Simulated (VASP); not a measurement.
Input of a VASP 6.6.1 run:

File INCAR:

```
SYSTEM = Nb
PREC = Accurate ; ENCUT = 520
EDIFF = 1E-6 ; ISMEAR = -1
SIGMA = 0.1 ; LREAL = .FALSE.
LASPH = .TRUE. ; NELM = 100
ALGO = Normal ; ISIF = 2
LWAVE = .FALSE. ; LCHARG = .FALSE.
GGA = RP ; NBANDS = 12
```

Contents of KPOINTS:

```
Automatic mesh
0
G
  13 13 13
  0 0 0
```

File POSCAR:

```
Nb
1.0
    2.7005334088      0.0000000000      0.0000000000
    0.0000000000      2.7005334088      0.0000000000
    0.0000000000      0.0000000000      2.7005334088
Nb
1
Direct
    0.0000000000      0.0000000000      0.0000000000
```

Potentials or basis: VASP PAW PBE potentials, release 64 (Nb_sv).

Command:

```sh
$ cat potpaw_PBE.64/Nb_sv/POTCAR > POTCAR
$ mpirun -np 1 vasp_std > vasp.out
```

(1) Estimate the pressure.

Answers

(1) 4.9 GPa.

Caveat: the PAW data sets were made with another functional, which shifts forces and pressure a little.
